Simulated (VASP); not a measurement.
A run of VASP 6.6.1 is set up as follows.

File INCAR:

```
SYSTEM = Sc
PREC = Accurate
ENCUT = 520
EDIFF = 1E-7
ISMEAR = 0
SIGMA = 0.15
LREAL = .False.
LASPH = .True.
NELM = 100
ALGO = Fast
ISIF = 2
LWAVE = .False.
LCHARG = .False.
GGA = PS
NBANDS = 18
```

Contents of KPOINTS:

```
regular mesh
0
Gamma
  15 15 10
  0 0 0
```

The input POSCAR:

```
Sc
1.0
    3.4408000000      0.0000000000      0.0000000000
   -1.7204000000      2.9798202094      0.0000000000
    0.0000000000      0.0000000000      5.2857000000
Sc
2
Direct
    0.3333333333      0.6666666667      0.2500000000
    0.6666666667      0.3333333333      0.7500000000
```

Potentials or basis: VASP PAW PBE potentials, release 64 (Sc_sv).

The run is started by

```sh
$ cat potpaw_PBE.64/Sc_sv/POTCAR > POTCAR
$ mpirun -np 1 vasp_std > vasp.out
```

(1) What does it give for the pressure?

(2) Predict the band gap on the k mesh.

## Answers

(1) -6.2 GPa.

(2) zero (bands 11 and 12 overlap by 1.39 eV).

Caveat: the cell stands under tension; the PAW data sets were made with another functional, which shifts forces and pressure a little.
